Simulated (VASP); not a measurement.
Set up this calculation in VASP 6.6.1, as the native input.

```
Task                   : relaxation of cell and atoms
Functional             : r2SCAN
Potentials or basis    : VASP PAW PBE potentials, release 64 (Ba_sv, S)
Cutoff                 : 600 eV
k mesh                 : 5 × 5 × 5
Occupations            : fermi-dirac, width 0.1 eV
Spin                   : no spin polarisation
Dipole correction      : no
Further INCAR settings : ALGO = Normal; EDIFF = 1e-06; IBRION = 2; EDIFFG = -0.01; NSW = 60; ISIF = 3
```

BaS:

```
CELL_PARAMETERS angstrom
-0.00366 3.35093 3.36014
3.27946 0.07032 3.28616
3.24142 3.23891 0.10837
ATOMIC_POSITIONS crystal
Ba 0.98772 0.01136 0.99168
S 0.49421 0.49470 0.51832
```

These files were run (other wordings do the same):

POSCAR

```
BaS
1.0
   -0.0036567900      3.3509330100      3.3601393000
    3.2794633600      0.0703239400      3.2861595600
    3.2414173100      3.2389072300      0.1083689900
Ba S
1 1
Direct
    0.9877200000      0.0113570000      0.9916770000
    0.4942130000      0.4947010000      0.5183230000
```

INCAR.step1

```
SYSTEM = BaS
PREC = Accurate ; ENCUT = 600
ISMEAR = -1 ; SIGMA = 0.1
LREAL = .FALSE. ; LASPH = .TRUE.
NELM = 100 ; GGA = PE
ALGO = Normal ; EDIFF = 1E-4
LWAVE = .TRUE. ; LCHARG = .FALSE.
```

INCAR.step2

```
SYSTEM = BaS
PREC = Accurate ; ENCUT = 600
EDIFF = 1E-6 ; ISMEAR = -1
SIGMA = 0.1 ; LREAL = .FALSE.
LASPH = .TRUE. ; NELM = 100
ALGO = Normal ; ISIF = 3
LWAVE = .FALSE. ; LCHARG = .FALSE.
METAGGA = R2SCAN ; LMIXTAU = .TRUE.
IBRION = 2 ; NSW = 60
EDIFFG = -0.01 ; ISTART = 1
```

KPOINTS

```
Automatic mesh
0
G
  5 5 5
  0 0 0
```

Potentials or basis: VASP PAW PBE potentials, release 64 (Ba_sv, S).

The run is started by

```sh
$ cat potpaw_PBE.64/Ba_sv/POTCAR potpaw_PBE.64/S/POTCAR > POTCAR
$ cp INCAR.step1 INCAR
$ mpirun -np 1 vasp_std > vasp.out
$ cp INCAR.step2 INCAR
$ mpirun -np 1 vasp_std > vasp.out
```

Results of the run:

```yaml
Relaxed_volume: 33.59 Å³/atom
Relaxed_cell: a = 4.565 Å, b = 4.563 Å, c = 4.564 Å, α = 59.97°, β = 59.99°, γ = 59.98°
Space_group_after_relaxing_to_0.1_Å: Fm-3m (No. 225)
Energy_gained_by_relaxing: 18.3 meV/atom
Ionic_steps: 10
Pressure_after_relaxing: 0.0 GPa
Largest_force_after_relaxing: 0.003 eV/Å
Band_gap_on_the_k_mesh: 2.63 eV (least direct gap 2.79 eV)
```

Caveat: the PAW data sets were made with another functional, which shifts forces and pressure a little; spin-orbit coupling is left out, which moves the levels of the heavy elements; an odd mesh through Γ misses points on the zone boundary, where band edges can lie.

It took 19 min on 1 thread of Intel(R) Xeon(R) Platinum 8488C (Sapphire Rapids), on a shared host, peak memory 0.31 GiB.
